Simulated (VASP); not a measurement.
# K5Ta4NbO15 (an interface model) in VASP: single point with PBEsol

Aim: the single point of K5Ta4NbO15 (an interface model) with PBEsol.

All numbers are computed with VASP 6.6.1; they aren't measurements. Logs are shortened: lines on timing, memory, paths and dates and some standing lists are left out, and cuts for length are marked.

### 1 The cell of the first run

The cell holds layers of an interface, 25 atoms: a = 3.985 Å, b = 3.985 Å, c = 19.928 Å, α = 90.00°, β = 90.00°, γ = 90.00°.

### 2 Single point, PBEsol

Contents of INCAR:

```
  PREC = Accurate
  ENCUT = 520
  EDIFF = 1E-6
  ISMEAR = -1
  SIGMA = 0.05
  LREAL = F
  LASPH = T
  NELM = 120
  ALGO = Normal
  ISIF = 2
  LWAVE = F
  LCHARG = F
  GGA = PS
  NBANDS = 114
  GGA_COMPAT = F
```

Contents of KPOINTS:

```
Automatic mesh
0
Gamma
  5 5 1
```

Contents of POSCAR:

```
K5Ta4NbO15
1.0
    3.9854390000      0.0000000000      0.0000000000
    0.0000000000      3.9854390000      0.0000000000
    0.0000000000      0.0000000000     19.9284120952
K Ta Nb O
5 4 1 15
Direct
    0.0000000000      0.0000000000      0.9995070000
    0.0000000000      0.0000000000      0.1999290000
    0.0000000000      0.0000000000      0.3999630000
    0.0000000000      0.0000000000      0.5999980000
    0.0000000000      0.0000000000      0.8004190000
    0.5000000000      0.5000000000      0.0999750000
    0.5000000000      0.5000000000      0.2999730000
    0.5000000000      0.5000000000      0.4999540000
    0.5000000000      0.5000000000      0.6999510000
    0.5000000000      0.5000000000      0.8999630000
    0.5000000000      0.5000000000      0.9999690000
    0.5000000000      0.5000000000      0.1999810000
    0.5000000000      0.5000000000      0.3999630000
    0.5000000000      0.5000000000      0.5999460000
    0.5000000000      0.5000000000      0.7999580000
    0.0000000000      0.5000000000      0.0999060000
    0.0000000000      0.5000000000      0.2999660000
    0.0000000000      0.5000000000      0.4999610000
    0.0000000000      0.5000000000      0.7000200000
    0.0000000000      0.5000000000      0.8999630000
    0.5000000000      0.0000000000      0.0999060000
    0.5000000000      0.0000000000      0.2999660000
    0.5000000000      0.0000000000      0.4999610000
    0.5000000000      0.0000000000      0.7000200000
    0.5000000000      0.0000000000      0.8999630000
```

Potentials or basis: VASP PAW PBE potentials, release 64 (K_sv, Ta_pv, Nb_sv, O).

The run is started by

```
$ cat potpaw_PBE.64/K_sv/POTCAR potpaw_PBE.64/Ta_pv/POTCAR potpaw_PBE.64/Nb_sv/POTCAR potpaw_PBE.64/O/POTCAR > POTCAR
$ mpirun -np 1 vasp_std > vasp.out
```

OUTCAR:

```text
PREC = Accurate
   ENCUT = 520
   EDIFF = 1E-6
   ISMEAR = -1
   LREAL = F
   LASPH = T
   NELM = 120
   ISIF = 2
   GGA = PS

 ion  position               nearest neighbor table
   1  0.000  0.000  1.000-  20 2.81  25 2.81  20 2.81  25 2.81  11 2.82  11 2.82  11 2.82  11 2.82
                            21 2.82  21 2.82  16 2.82  16 2.82   6 3.46   6 3.46   6 3.46   6 3.46
   2  0.000  0.000  0.200-  12 2.82  12 2.82  12 2.82  12 2.82  16 2.82  21 2.82  21 2.82  16 2.82
                            17 2.82  22 2.82  22 2.82  17 2.82   6 3.45   6 3.45   6 3.45   6 3.45
   3  0.000  0.000  0.400-  13 2.82  13 2.82  13 2.82  13 2.82  17 2.82  22 2.82  22 2.82  17 2.82
                            18 2.82  23 2.82  23 2.82  18 2.82   7 3.45   7 3.45   7 3.45   7 3.45
   4  0.000  0.000  0.600-  14 2.82  14 2.82  14 2.82  14 2.82  19 2.82  24 2.82  24 2.82  19 2.82
                            23 2.82  23 2.82  18 2.82  18 2.82   9 3.45   9 3.45   9 3.45   9 3.45
   5  0.000  0.000  0.800-  20 2.81  25 2.81  20 2.81  25 2.81  15 2.82  15 2.82  15 2.82  15 2.82
                            24 2.82  24 2.82  19 2.82  19 2.82   9 3.46   9 3.46   9 3.46   9 3.46
   6  0.500  0.500  0.100-  16 1.99  21 1.99  21 1.99  16 1.99  11 1.99  12 1.99   2 3.45   2 3.45
                             2 3.45   2 3.45   1 3.46   1 3.46   1 3.46   1 3.46
   7  0.500  0.500  0.300-  13 1.99  12 1.99  17 1.99  22 1.99  22 1.99  17 1.99   3 3.45   3 3.45
                             3 3.45   3 3.45   2 3.45   2 3.45   2 3.45   2 3.45
   8  0.500  0.500  0.500-  13 1.99  14 1.99  18 1.99  23 1.99  23 1.99  18 1.99   3 3.45   3 3.45
                             3 3.45   3 3.45   4 3.45   4 3.45   4 3.45   4 3.45
   9  0.500  0.500  0.700-  19 1.99  24 1.99  24 1.99  19 1.99  14 1.99  15 1.99   4 3.45   4 3.45
                             4 3.45   4 3.45   5 3.46   5 3.46   5 3.46   5 3.46
  10  0.500  0.500  0.900-  20 1.99  25 1.99  25 1.99  20 1.99  15 1.99  11 1.99
  11  0.500  0.500  1.000-   6 1.99  10 1.99   1 2.82   1 2.82   1 2.82   1 2.82
  12  0.500  0.500  0.200-   7 1.99   6 1.99   2 2.82   2 2.82   2 2.82   2 2.82
  13  0.500  0.500  0.400-   7 1.99   8 1.99   3 2.82   3 2.82   3 2.82   3 2.82
  14  0.500  0.500  0.600-   8 1.99   9 1.99   4 2.82   4 2.82   4 2.82   4 2.82
  15  0.500  0.500  0.800-  10 1.99   9 1.99   5 2.82   5 2.82   5 2.82   5 2.82
[... 8 lines left out ...]
  24  0.500  0.000  0.700-   9 1.99   9 1.99   4 2.82   4 2.82   5 2.82   5 2.82
  25  0.500  0.000  0.900-  10 1.99  10 1.99   1 2.81   5 2.81   1 2.81   5 2.81

  LATTYP: Found a simple tetragonal cell.
 ALAT       =     3.9854390000
 C/A-ratio  =     5.0003053855

  Lattice vectors:

 A1 = (   3.9854390000,   0.0000000000,   0.0000000000)
 A2 = (   0.0000000000,   3.9854390000,   0.0000000000)
 A3 = (   0.0000000000,   0.0000000000,  19.9284120952)

Analysis of symmetry for initial positions (statically):
=====================================================================
 Subroutine PRICEL returns:
 Original cell was already a primitive cell.

 Routine SETGRP: Setting up the symmetry group for a
[... 164 lines left out ...]
   ISMEAR =    -1;   SIGMA  =   0.05  broadening in eV -4-tet -1-fermi 0-gaus
   EFERMI_NEDOS =   21; number of points for ismear=-14 and -15
   IALGO  =     38    algorithm
   IMIX   =      4    mixing-type and parameters
     AMIX     =   0.40;   BMIX     =  1.00
     AMIX_MAG =   1.60;   BMIX_MAG =  1.00
  volume/ion in A,a.u.               =      12.66        85.44
  Fermi-wavevector in a.u.,A,eV,Ry     =   1.385799  2.618780 26.129156  1.920439
  Thomas-Fermi vector in A             =   2.510175
   LORBIT       =      0    0 simple, 1 ext, 2 COOP (PROOUT), +10 PAW based schemes
   GGA     = PS    functional components
   LHFCALC =     F    Hartree Fock is set to
   AEXX    =    0.0000 exact exchange contribution
   IVDW    =     0    specifies the selected vdW correction
   LEPSILON=     F    determine dielectric tensor
   LRPA    =     F    only Hartree local field effects (RPA)
 non-spin polarized calculation
  energy-cutoff  :      520.00
  volume of cell :      316.54
 maximum number of plane-waves:      8595
 NGX is ok and might be reduce to    30
   NGX = 15   NGY = 15   NGZ = 75

 number of electron     191.9999887 magnetization

 Free energy of the ion-electron system (eV)
  ---------------------------------------------------
  ext. energy  EPLUGINS =         0.00000000
  ---------------------------------------------------
  free energy    TOTEN  =      -212.35540816 eV

  energy without entropy =     -212.35540813  energy(sigma->0) =     -212.35540814

 E-fermi :   2.8067     XC(G=0): -11.1455

 val. band max:        1.8896493926   @ k =   0.4000   0.4000   0.0000
 cond. band min:       3.5729600644   @ k =   0.0000   0.0000   0.0000
 fundamental gap:      1.6833106718
 Fermi energy:         2.8067058878

 k-point     1 :       0.0000    0.0000    0.0000
  band No.  band energies     occupation
      1     -52.7403      2.00000
      2     -32.1488      2.00000
      3     -32.1228      2.00000
      4     -32.0936      2.00000
      5     -32.0739      2.00000
      6     -32.0663      2.00000
[... 655 lines left out ...]
    107       7.9759      0.00000
    108       7.9837      0.00000
 [bands above 108 left out]

------------------------ aborting loop because EDIFF is reached ----------------------------------------

  FORCE on cell =-STRESS in cart. coord.  units (eV):
  Direction    XX          YY          ZZ          XY          YZ          ZX
  --------------------------------------------------------------------------------------
  -------------------------------------------------------------------------------------
  Total        1.1605879      1.1605879      1.1434851      0.0000000      0.0000000      0.0000000
  in kB        5.8744011      5.8744011      5.7878342      0.0000000      0.0000000      0.0000000
  external PRESSURE =       5.8455455 kB  Pullay stress =       0.0000000 kB

 VOLUME and BASIS-vectors are now :
 -----------------------------------------------------------------------------
  energy-cutoff  :      520.00
  volume of cell :      316.54
      direct lattice vectors                 reciprocal lattice vectors
     3.985439000  0.000000000  0.000000000     0.250913387  0.000000000  0.000000000
     0.000000000  3.985439000  0.000000000     0.000000000  0.250913387  0.000000000
     0.000000000  0.000000000 19.928412095     0.000000000  0.000000000  0.050179613

 POSITION                                       TOTAL-FORCE (eV/Angst)
 -----------------------------------------------------------------------------------
      0.00000      0.00000     19.91859         0.000000     -0.000000     -0.000682
      0.00000      0.00000      3.98427         0.000000     -0.000000      0.000368
      0.00000      0.00000      7.97063         0.000000     -0.000000     -0.000000
      0.00000      0.00000     11.95701         0.000000     -0.000000     -0.000368
      0.00000      0.00000     15.95108         0.000000     -0.000000      0.000682
      1.99272      1.99272      1.99234        -0.000000     -0.000000      0.006486
[... 17 lines left out ...]
      1.99272      0.00000     13.95029         0.000000     -0.000000      0.000873
      1.99272      0.00000     17.93483         0.000000     -0.000000     -0.000000
 -----------------------------------------------------------------------------------
    total drift:                                0.000000      0.000000     -0.102092

  FREE ENERGIE OF THE ION-ELECTRON SYSTEM (eV)
  ---------------------------------------------------
  free  energy   TOTEN  =      -212.3554081612 eV

  energy  without entropy=     -212.3554081288  energy(sigma->0) =     -212.35540814
```

OSZICAR:

```text
N       E                     dE             d eps       ncg     rms          rms(c)
DAV:   1     0.193853510746E+04    0.19385E+04   -0.10526E+05  1376   0.171E+03
DAV:   2    -0.620260592100E+02   -0.20006E+04   -0.19318E+04  1640   0.517E+02
DAV:   3    -0.243954991571E+03   -0.18193E+03   -0.18048E+03  1840   0.153E+02
DAV:   4    -0.251855369765E+03   -0.79004E+01   -0.78841E+01  2048   0.346E+01
DAV:   5    -0.252211603113E+03   -0.35623E+00   -0.35601E+00  2416   0.541E+00    0.706E+01
DAV:   6    -0.213355295904E+03    0.38856E+02   -0.19453E+02  1616   0.463E+01    0.292E+01
DAV:   7    -0.212590587817E+03    0.76471E+00   -0.14682E+01  1736   0.130E+01    0.170E+01
DAV:   8    -0.212384757790E+03    0.20583E+00   -0.20314E+00  2048   0.559E+00    0.256E+00
DAV:   9    -0.212355262952E+03    0.29495E-01   -0.21438E-01  1976   0.186E+00    0.118E+00
DAV:  10    -0.212354957830E+03    0.30512E-03   -0.27037E-02  1904   0.602E-01    0.446E-01
DAV:  11    -0.212355451145E+03   -0.49332E-03   -0.31418E-03  2000   0.206E-01    0.107E-01
DAV:  12    -0.212355387233E+03    0.63912E-04   -0.43181E-04  1952   0.881E-02    0.547E-02
DAV:  13    -0.212355404856E+03   -0.17622E-04   -0.64379E-05  1952   0.299E-02    0.221E-02
DAV:  14    -0.212355408241E+03   -0.33850E-05   -0.14454E-05  1888   0.151E-02    0.547E-03
DAV:  15    -0.212355408161E+03    0.79364E-07   -0.21505E-06  1088   0.597E-03
   1 F= -.21235541E+03 E0= -.21235541E+03  d E =-.323693E-07
```

It took 7 min on 1 thread of Oxide Virtual Turin-like, shared host; peak memory 0.44 GiB.

What came out:

- Free energy: -212.3554 eV
- Pressure: 0.6 GPa
- Largest force: 0.089 eV/Å
- Band gap on the k mesh: 1.68 eV (least direct gap 2.20 eV)

Forces in eV/Å, atoms in the order of the input:
```
K    0.000  0.000 -0.001
K    0.000  0.000  0.000
K    0.000  0.000  0.000
K    0.000  0.000  0.000
K    0.000  0.000  0.001
Ta   0.000  0.000  0.006
Ta   0.000  0.000  0.000
Ta   0.000  0.000  0.000
Ta   0.000  0.000 -0.006
Nb   0.000  0.000  0.000
O    0.000  0.000 -0.089
O    0.000  0.000 -0.001
O    0.000  0.000  0.000
O    0.000  0.000  0.001
O    0.000  0.000  0.089
O    0.000  0.000 -0.001
O    0.000  0.000  0.000
O    0.000  0.000  0.000
O    0.000  0.000  0.001
O    0.000  0.000  0.000
O    0.000  0.000 -0.001
O    0.000  0.000  0.000
O    0.000  0.000  0.000
O    0.000  0.000  0.001
O    0.000  0.000  0.000
```

Levels at points of the mesh, in eV from the valence-band top:
| k point | band 92 | band 93 | band 94 | band 95 | band 96 | band 97 | band 98 | band 99 | band 100 | band 101 |
| --- | --- | --- | --- | --- | --- | --- | --- | --- | --- | --- |
| (0.00, 0.00, 0.00) | -0.65 | -0.65 | -0.52 | -0.52 | -0.52 | 1.68 | 2.04 | 2.04 | 2.21 | 2.25 |

Caveat: the PAW data sets were made with another functional, which shifts forces and pressure a little; spin-orbit coupling is left out, which moves the levels of the heavy elements.
